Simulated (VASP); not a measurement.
## GdO: single point with r2SCAN50

The system is GdO.

```
Gd O
1.0
     0.00000    2.70000    2.70000
     2.70000    0.00000    2.70000
     2.70000    2.70000    0.00000
Gd O
1 1
Direct
  0.00000 0.00000 0.00000
  0.75000 0.75000 0.75000
```

```json
{
  "Program": "VASP 6.6.1",
  "Task": "single point",
  "Functional": "r2SCAN50",
  "Potentials or basis": "VASP PAW PBE potentials, release 64 (Gd, O)",
  "Cutoff": "520 eV",
  "k mesh": "5 × 5 × 5",
  "Occupations": "fermi-dirac, width 0.05 eV",
  "Spin": "collinear spin, ferromagnetic start",
  "Starting moments": "[7.0, 0.0] μB",
  "Dipole correction": "no",
  "Grid for exact exchange (PRECFOCK)": "Normal",
  "Further INCAR settings": "ALGO = Normal; EDIFF = 1e-07; NBANDS = 23"
}
```

- Pressure: -3.3 GPa
- Band gap on the k mesh: 1.94 eV, indirect (least direct gap 4.24 eV)
- Net moment: 8.00 μB per cell
- Site moments: Gd +7.05; O +0.05 μB
- Valence electrons inside the program's atomic spheres: Gd 15.13; O 5.09

Levels at points of the mesh, in eV from the valence-band top:
Spin up:
| k point | band 13 | band 14 | band 15 | band 16 | band 17 | band 18 | band 19 | band 20 |
| --- | --- | --- | --- | --- | --- | --- | --- | --- |
| (0.00, 0.00, 0.00) | -7.32 | -7.32 | -7.32 | -2.98 | 6.26 | 6.26 | 7.95 | 7.95 |
Spin down:
| k point | band 6 | band 7 | band 8 | band 9 | band 10 | band 11 |
| --- | --- | --- | --- | --- | --- | --- |
| (0.00, 0.00, 0.00) | -7.06 | -7.06 | -7.06 | 1.94 | 7.41 | 7.41 |

Run time: 15 min on 4 MPI ranks on Intel(R) Xeon(R) Platinum 8559C (Emerald Rapids), on a shared host, peak memory 0.21 GiB a rank.

Caveat: the PAW data sets were made with another functional, which shifts forces and pressure a little; spin-orbit coupling is left out, which moves the levels of the heavy elements; a cell with one magnetic atom can't hold antiferromagnetic order, which such compounds often take. The state reached can hang on the start; a lower one may exist.
